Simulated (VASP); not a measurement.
# Zr (Im-3m) in VASP: a series of runs, part 3 of 3

VASP 6.6.1.

**6. Electric field gradients, LDA (volume scaled by 1.01)**

INCAR

```
SYSTEM = Zr
  ALGO = Normal
  EDIFF = 1E-8
  ENCUT = 520
  GGA = CA
  ISIF = 2
  ISMEAR = -1
  LASPH = .TRUE.
  LCHARG = .FALSE.
  LEFG = .TRUE.
  LREAL = .FALSE.
  LWAVE = .FALSE.
  NBANDS = 12
  NELM = 60
  PREC = Accurate
  SIGMA = 0.03
```

KPOINTS

```
k-points
0
G
  16 16 16
  0 0 0
```

POSCAR

```
Zr
1.0
   -1.8160133332      1.8160133332      1.8160133332
    1.8160133332     -1.8160133332      1.8160133332
    1.8160133332      1.8160133332     -1.8160133332
Zr
1
Direct
    0.0000000000      0.0000000000      0.0000000000
```

Potentials or basis: VASP PAW LDA potentials, release 64 (Zr_sv).

Run with:

```console
cat potpaw_LDA.64/Zr_sv/POTCAR > POTCAR
mpirun -np 1 vasp_std > vasp.out
```

OUTCAR:

```text
SYSTEM = Zr
   EDIFF = 1E-8
   ENCUT = 520
   GGA = CA
   ISIF = 2
   ISMEAR = -1
   LASPH = .TRUE.
   LREAL = .FALSE.
   NELM = 60
   PREC = Accurate

 ion  position               nearest neighbor table
   1  0.000  0.000  0.000-

  LATTYP: Found a body centered cubic cell.
 ALAT       =     3.6320266664

  Lattice vectors:

 A1 = (  -1.8160133332,   1.8160133332,   1.8160133332)
 A2 = (   1.8160133332,  -1.8160133332,   1.8160133332)
 A3 = (   1.8160133332,   1.8160133332,  -1.8160133332)

Analysis of symmetry for initial positions (statically):
=====================================================================
 Subroutine PRICEL returns:
 Original cell was already a primitive cell.

 Routine SETGRP: Setting up the symmetry group for a
 body centered cubic supercell.

 Subroutine GETGRP returns: Found 48 space group operations
 (whereof 48 operations were pure point group operations)
 out of a pool of 48 trial point group operations.

The static configuration has the point symmetry O_h .

Analysis of symmetry for dynamics (positions and initial velocities):
=====================================================================
 Subroutine PRICEL returns:
 Original cell was already a primitive cell.

 Routine SETGRP: Setting up the symmetry group for a
 body centered cubic supercell.

 Subroutine GETGRP returns: Found 48 space group operations
 (whereof 48 operations were pure point group operations)
 out of a pool of 48 trial point group operations.

The dynamic configuration has the point symmetry O_h .

 Subroutine INISYM returns: Found 48 space group operations
 (whereof 48 operations are pure point group operations),
 and found     1 'primitive' translations

[... 153 lines left out ...]
      6       9.2632      0.00000
      7       9.2632      0.00000
      8       9.2632      0.00000
      9      11.6735      0.00000
     10      11.6735      0.00000
     11      20.5369      0.00000
     12      20.5369      0.00000
[... 331 lines left out ...]
 k-point    24 :       0.2500    0.1875    0.0000
  band No.  band energies     occupation
      1     -39.9546      2.00000
      2     -18.4664      2.00000
      3     -18.0528      2.00000
      4     -17.8401      2.00000
      5       6.0215      2.00000
      6       7.7228      2.00000
      7       8.2164      0.76681
      8      11.1839      0.00000
      9      12.2835      0.00000
     10      13.6365      0.00000
     11      18.9644      0.00000
     12      20.6154      0.00000

 [... further k-points ...]
[... 5 lines left out ...]
  --------------------------------------------------------------------------------------
  -------------------------------------------------------------------------------------
  Total       -1.5151831     -1.5151831     -1.5151831      0.0000000      0.0000000     -0.0000000
  in kB     -101.3347981   -101.3347981   -101.3347981      0.0000000      0.0000000     -0.0000000
  external PRESSURE =    -101.3347981 kB  Pullay stress =       0.0000000 kB

 VOLUME and BASIS-vectors are now :
 -----------------------------------------------------------------------------
  energy-cutoff  :      520.00
  volume of cell :       23.96
      direct lattice vectors                 reciprocal lattice vectors
    -1.816013333  1.816013333  1.816013333     0.000000000  0.275328375  0.275328375
     1.816013333 -1.816013333  1.816013333     0.275328375  0.000000000  0.275328375
     1.816013333  1.816013333 -1.816013333     0.275328375  0.275328375  0.000000000

 POSITION                                       TOTAL-FORCE (eV/Angst)
 -----------------------------------------------------------------------------------
      0.00000      0.00000      0.00000         0.000000      0.000000     -0.000000
 -----------------------------------------------------------------------------------
    total drift:                                0.000000      0.000000     -0.000000

  FREE ENERGIE OF THE ION-ELECTRON SYSTEM (eV)
  ---------------------------------------------------
  free  energy   TOTEN  =        -9.1527612608 eV

  energy  without entropy=       -9.1463778025  energy(sigma->0) =       -9.14956953

 Electric field gradients (V/A^2)
---------------------------------------------------------------------
 ion       V_xx      V_yy      V_zz      V_xy      V_xz      V_yz
---------------------------------------------------------------------
   1      -0.000    -0.000     0.000    -0.000    -0.000    -0.000
---------------------------------------------------------------------

 Electric field gradients after diagonalization (V/A^2)
 (convention: |V_zz| > |V_xx| > |V_yy|)
----------------------------------------------------------------------
 ion       V_xx      V_yy      V_zz     asymmetry (V_yy - V_xx)/ V_zz
----------------------------------------------------------------------
   1       0.000     0.000    -0.000       0.000
----------------------------------------------------------------------

           NMR quadrupolar parameters

 Cq : quadrupolar parameter    Cq=e*Q*V_zz/h
 eta: asymmetry parameters     (V_yy - V_xx)/ V_zz
 Q  : nuclear electric quadrupole moment in mb (millibarn)
----------------------------------------------------------------------
 ion       Cq(MHz)       eta       Q (mb)
----------------------------------------------------------------------
   1      -0.000       0.000       1.000
----------------------------------------------------------------------
```

OSZICAR:

```text
N       E                     dE             d eps       ncg     rms          rms(c)
DAV:   1     0.868203003567E+02    0.86820E+02   -0.68673E+03  3496   0.991E+02
DAV:   2    -0.648558273194E+01   -0.93306E+02   -0.90715E+02  4040   0.269E+02
DAV:   3    -0.946443542169E+01   -0.29789E+01   -0.29234E+01  5200   0.412E+01
DAV:   4    -0.953636559501E+01   -0.71930E-01   -0.71830E-01  4040   0.583E+00
DAV:   5    -0.953776256242E+01   -0.13970E-02   -0.13969E-02  4952   0.629E-01    0.968E+00
DAV:   6    -0.921260023653E+01    0.32516E+00   -0.40642E-01  3784   0.560E+00    0.373E+00
DAV:   7    -0.915187593505E+01    0.60724E-01   -0.18165E-01  4240   0.346E+00    0.620E-01
DAV:   8    -0.915275196008E+01   -0.87603E-03   -0.95186E-03  4120   0.111E+00    0.116E-01
DAV:   9    -0.915276915813E+01   -0.17198E-04   -0.35763E-04  4524   0.175E-01    0.194E-02
DAV:  10    -0.915276142195E+01    0.77362E-05   -0.19121E-05  4060   0.422E-02    0.118E-02
DAV:  11    -0.915276127048E+01    0.15147E-06   -0.14713E-06  4120   0.109E-02    0.121E-03
DAV:  12    -0.915276126077E+01    0.97068E-08   -0.51119E-08  4872   0.190E-03
   1 F= -.91527613E+01 E0= -.91495695E+01  d E =-.638346E-02
```

It took 14 s on 1 thread of Intel Xeon Platinum 8488C (Sapphire Rapids), shared host; peak memory 0.15 GiB.

Results:

```
Free energy            : -9.1528 eV
Pressure               : -10.1 GPa
Band gap on the k mesh : zero (band 6 reaches 9.26 eV, above the bottom of band 7 at 7.50 eV)
```

Caveat: without QUAD_EFG the Cq values of the log hold for a quadrupole moment of 1 mb, not for the nuclei.

**7. The runs side by side**

| cell | gap on the mesh (eV) | pressure (GPa) |
| --- | --- | --- |
| a = 3.071 Å, angles 109.5°, 1 atom | none | -4.9 |
| a = 3.114 Å, angles 109.5°, 1 atom | none | -8.1 |
| a = 3.135 Å, angles 109.5°, 1 atom | none | -9.5 |
| a = 3.145 Å, angles 109.5°, 1 atom | none | -10.1 |

Alike in all rows: task electric field gradients; level LDA; potentials or basis VASP PAW LDA potentials, release 64 (Zr_sv); no spin polarisation; k mesh 16 × 16 × 16; cutoff (eV) 520; smearing fermi-dirac 0.03 eV.

Absolute energies hang on the potentials; compare differences alone.
